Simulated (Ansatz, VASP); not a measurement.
**I in VASP and in Ansatz**

The input INCAR:

```
SYSTEM = I
PREC = Accurate
ENCUT = 520
EDIFF = 1E-6
ISMEAR = -1
SIGMA = 0.05
LREAL = .False.
LASPH = .True.
NELM = 60
ALGO = Normal
ISIF = 2
LWAVE = .False.
LCHARG = .True.
GGA = PE
LELF = .True.
LVHAR = .True.
NBANDS = 10
```

KPOINTS

```
Automatic mesh
0
Gamma
  18 18 18
  0 0 0
```

The input POSCAR:

```
I
1.0
    3.4643880515      0.0000000000      0.0000000000
    0.0000000000      3.4643880515      0.0000000000
    0.0000000000      0.0000000000      3.4643880515
I
1
Direct
    0.0000000000      0.0000000000      0.0000000000
```

Input for Ansatz:

```yaml
crystal:
  lattice:
    - [3.4643880515, 0.0, 0.0]
    - [0.0, 3.4643880515, 0.0]
    - [0.0, 0.0, 3.4643880515]
  atoms:
    - { symbol: I, position: [0.0, 0.0, 0.0] }
kpoints:
  mp_grid: { grid: [18, 18, 18] }
scf:
  occupations: { method: fermi_dirac, width: 0.05 }
hamiltonian:
  xc: pbe
  pseudopotentials: { kind: all_electron, lapw: { basis_error: 0.0005 } }
output:
  forces: true
  stress: true
  eigenvalues: true
```

Alike in both runs: task single point; functional PBE; k mesh 18 × 18 × 18; occupations fermi-dirac, width 0.05 eV; no spin polarisation.

```csv
,VASP,Ansatz
version,VASP 6.6.1,Ansatz 0.2.0
potentials or method,"VASP PAW PBE potentials, release 64 (I), cutoff 520 eV","all-electron LAPW, scalar-relativistic"
```

VASP gave:

```
pressure (GPa) : -0.1
```

Task: Estimate Ansatz's values.

Result: Pressure (GPa): 0.0.

Ansatz ran all-electron here, and VASP with PAW potentials.

Neither program's run includes spin-orbit coupling.
